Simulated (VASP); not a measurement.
Write the native input for VASP 6.6.1 that does the following.

| Item | Value |
| --- | --- |
| Task | relaxation of cell and atoms |
| Functional | PBEsol |
| Potentials or basis | VASP PAW PBE potentials, release 64 (Ca_sv, Se) |
| Cutoff | 600 eV |
| k mesh | 8 × 8 × 8 |
| Occupations | gaussian, width 0.01 eV |
| Spin | no spin polarisation |
| Target pressure | 7 GPa |
| Dipole correction | no |
| Further INCAR settings | ALGO = Normal; EDIFF = 1e-07; IBRION = 2; EDIFFG = -0.002; NSW = 100; ISIF = 3 |

The structure of CaSe lies in POSCAR:

```
CaSe
1.0
    0.0000000000      2.9344500931      2.9344500931
    2.9344500931      0.0000000000      2.9344500931
    2.9344500931      2.9344500931      0.0000000000
Ca Se
1 1
Direct
    0.0000000000      0.0000000000      0.0000000000
    0.5000000000      0.5000000000      0.5000000000
```

These files were run (other wordings do the same):

INCAR

```
SYSTEM = CaSe
PREC = Accurate
ENCUT = 600
EDIFF = 1E-7
ISMEAR = 0
SIGMA = 0.01
LREAL = .False.
LASPH = .True.
NELM = 80
ALGO = Normal
ISIF = 3
LWAVE = .False.
LCHARG = .False.
GGA = PS
IBRION = 2
NSW = 100
EDIFFG = -0.002
PSTRESS = 70.0
```

KPOINTS

```
Automatic mesh
0
Gamma
  8 8 8
  0 0 0
```

Potentials or basis: VASP PAW PBE potentials, release 64 (Ca_sv, Se).

Run with:

```bash
$ cat potpaw_PBE.64/Ca_sv/POTCAR potpaw_PBE.64/Se/POTCAR > POTCAR
$ mpirun -np 1 vasp_std > vasp.out
```

It gave:

| Property | Result |
| --- | --- |
| Relaxed volume | 22.78 Å³/atom |
| Relaxed cell | a = 4.009 Å, b = 4.009 Å, c = 4.009 Å, α = 60.00°, β = 60.00°, γ = 60.00° |
| Space group after relaxing (to 0.05 Å) | Fm-3m (No. 225) |
| Energy change on relaxing (the enthalpy is what falls) | +51.6 meV/atom |
| Ionic steps | 6 |
| Pressure after relaxing | 7.0 GPa |
| Band gap on the k mesh | 1.55 eV, indirect (least direct gap 2.62 eV) |

Caveat: the cell is relaxed towards a set pressure, so the enthalpy falls and the energy may rise; the PAW data sets were made with another functional, which shifts forces and pressure a little.

Wall time 86 s on 1 thread of Intel Xeon 6975P-C, with other jobs on the host, peak memory 0.22 GiB.
